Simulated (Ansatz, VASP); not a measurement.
TlBr in VASP and in Ansatz

The input INCAR:

```
PREC     = Accurate       # precision mode
ENCUT    = 500            # plane-wave cutoff, eV
EDIFF    = 1E-6           # SCF threshold, eV
ISMEAR   = 0              # smearing method
SIGMA    = 0.02           # smearing width, eV
LREAL    = False          # projectors in reciprocal space
LASPH    = True           # aspherical terms in the spheres
NELM     = 120            # most SCF steps
ALGO     = Normal         # electronic algorithm
ISIF     = 2              # what is computed and relaxed
LWAVE    = False          # write WAVECAR
LCHARG   = True           # write CHGCAR
GGA      = PE             # functional
LELF     = True           # ELF
LVHAR    = True         
NBANDS   = 17             # bands
GGA_COMPAT= False
```

Contents of KPOINTS:

```
regular mesh
0
Gamma
  8 8 8
```

POSCAR

```
TlBr
1.0
    3.8459772000      0.0000000000      0.0000000000
    0.0000000000      3.8459772000      0.0000000000
    0.0000000000      0.0000000000      3.8459772000
Tl Br
1 1
Direct
    0.0000000000      0.0000000000      0.0000000000
    0.5000000000      0.5000000000      0.5000000000
```

Input for Ansatz:

```yaml
crystal:
  lattice:
    - [3.8459772, 0.0, 0.0]
    - [0.0, 3.8459772, 0.0]
    - [0.0, 0.0, 3.8459772]
  atoms:
    - { symbol: Tl, position: [0.0, 0.0, 0.0] }
    - { symbol: Br, position: [0.5, 0.5, 0.5] }
basis:
  ecutwfc: 420
kpoints:
  mp_grid: { grid: [8, 8, 8] }
hamiltonian:
  xc: pbe
scf:
  occupations: { method: gaussian, width: 0.02 }
output:
  forces: true
  stress: true
  eigenvalues: true
```

Alike in both runs: task single point; functional PBE; k mesh 8 × 8 × 8; occupations gaussian, width 0.02 eV; no spin polarisation.

```csv
,VASP,Ansatz
version,VASP 6.6.1,Ansatz 0.2.0
potentials or method,"VASP PAW PBE potentials, release 64 (Tl_d, Br), cutoff 500 eV","scalar-relativistic, plane waves, PAW"
valence electrons in the cell,20,20
```

Ansatz gave:

* gap on the k mesh at the Fermi level (eV): 1.55
* least direct gap on the mesh (eV): 1.55
* pressure (GPa): 4.6

Task: What did VASP give for the same quantities?

Result: gap on the k mesh at the Fermi level (eV): 1.56; least direct gap on the mesh (eV): 1.56; pressure (GPa): 4.6.

The functional is the same, so the differences come from potentials, cutoffs and numerics.

Neither program's run includes spin-orbit coupling.
